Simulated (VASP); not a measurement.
The system is MoS2.

```
CELL_PARAMETERS angstrom
1.58550 0.91539 6.11500
-1.58550 0.91539 6.11500
0.00000 -1.83078 6.11500
ATOMIC_POSITIONS crystal
Mo 0.00000 0.00000 0.00000
S 0.25000 0.25000 0.25000
S 0.75000 0.75000 0.75000
```

| Item | Value |
| --- | --- |
| Program | VASP 6.6.1 |
| Task | relaxation of cell and atoms |
| Functional | PBEsol |
| Dispersion | D3(BJ) |
| Potentials or basis | VASP PAW PBE potentials, release 64 (Mo_sv, S) |
| Cutoff | 600 eV |
| k mesh | 10 × 10 × 10 |
| Occupations | fermi-dirac, width 0.05 eV |
| Spin | no spin polarisation |

At the start: pressure -0.6 GPa; volume 17.75 Å³/atom.

Where does the relaxation end?

Over 14 steps the energy falls by 46.3 meV/atom and the volume is 15.92 Å³/atom (-10.3 %); space group R-3m (No. 166, to 0.1 Å) before and after.

Step by step:
```tsv
step	energy change (eV)	largest force (eV/Å)	pressure (GPa)	volume (Å³)
1	0.0000	0.7803	-0.60	53.25
2	-0.0555	0.1003	-3.52	52.73
3	-0.0586	0.0680	-4.29	52.58
4	-0.0873	0.1841	-0.65	50.65
5	-0.0880	0.2239	0.04	50.31
6	-0.0951	0.2295	0.10	50.07
7	-0.1140	0.2443	0.42	49.34
8	-0.1351	0.2531	1.49	47.86
9	-0.1338	0.2375	-2.38	48.39
10	-0.1384	0.0251	-0.32	48.10
11	-0.1387	0.0103	-0.26	48.00
12	-0.1390	0.0210	-0.14	47.79
13	-0.1389	0.0387	0.35	47.68
14	-0.1390	0.0002	0.03	47.75
```

Final structure:
```yaml
crystal:
  lattice:
    - [1.53965, 0.88892, 5.81486]
    - [-1.53965, 0.88892, 5.81486]
    - [0.00000, -1.77784, 5.81486]
  atoms:
    - { symbol: Mo, position: [0.00000, 0.00000, 0.00000] }
    - { symbol: S, position: [0.24105, 0.24105, 0.24105] }
    - { symbol: S, position: [0.75895, 0.75895, 0.75895] }
```

Caveat: the PAW data sets were made with another functional, which shifts forces and pressure a little.
